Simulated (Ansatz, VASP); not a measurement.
**PtSe2: VASP beside Ansatz**

Contents of INCAR:

```
  ALGO = Normal
  EDIFF = 1E-6
  ENCUT = 520
  GGA = PE
  ISIF = 2
  ISMEAR = 0
  LASPH = T
  LCHARG = F
  LREAL = F
  LWAVE = F
  NBANDS = 18
  NELM = 80
  PREC = Accurate
  SIGMA = 0.15
```

KPOINTS

```
k-points
0
Gamma
  12 12 10
```

Contents of POSCAR:

```
PtSe2
1.0
    3.6681405955      0.0000000000      0.0000000000
   -1.8340702978      3.1767029404      0.0000000000
    0.0000000000      0.0000000000      5.0620000000
Pt Se
1 2
Direct
    0.0000000000      0.0000000000      0.0000000000
    0.3333333333      0.6666666667      0.2500000000
    0.6666666667      0.3333333333      0.7500000000
```

Input for Ansatz:

```yaml
crystal:
  lattice:
    - [3.6681405955, 0.0, 0.0]
    - [-1.8340702978, 3.1767029404, 0.0]
    - [0.0, 0.0, 5.062]
  atoms:
    - { symbol: Pt, position: [0.0, 0.0, 0.0] }
    - { symbol: Se, position: [0.3333333333, 0.6666666667, 0.25] }
    - { symbol: Se, position: [0.6666666667, 0.3333333333, 0.75] }
basis:
  ecutwfc: 420
kpoints:
  mp_grid: { grid: [12, 12, 10] }
hamiltonian:
  xc: pbe
scf:
  occupations: { method: gaussian, width: 0.15 }
output:
  forces: true
  stress: true
  eigenvalues: true
```

Change from the starting cell: strain -0.015 along x and y, +0.000 along z, atoms carried along.

Alike in both runs: task single point; functional PBE; k mesh 12 × 12 × 10; occupations gaussian, width 0.15 eV; no spin polarisation.

|  | VASP | Ansatz |
| --- | --- | --- |
| version | VASP 6.6.1 | Ansatz 0.2.0 |
| potentials or method | VASP PAW PBE potentials, release 64 (Pt, Se), cutoff 520 eV | scalar-relativistic, plane waves, PAW |
| valence electrons in the cell | 22 | 50 |

Ansatz gave:

| Item | Value |
| --- | --- |
| gap on the k mesh at the Fermi level (eV) | none |
| pressure (GPa) | 12.6 |
| traceless stress, the component that is largest in VASP (GPa) | -3.00 |
| rms of the force components (eV/Å) | 0.451 |

Which values does VASP return?

gap on the k mesh at the Fermi level (eV): none; pressure (GPa): 12.6; traceless stress, the component that is largest in VASP (GPa): -3.02; rms of the force components (eV/Å): 0.455.

Atom by atom the forces differ by 0.004 eV/Å (rms over components). A gap of «none» marks a metal or a gap that the smearing closes. VASP's potentials hold 22 valence electrons a cell and Ansatz's 50, so a difference there can come from the potentials and not from the codes.

Neither program's run includes spin-orbit coupling.
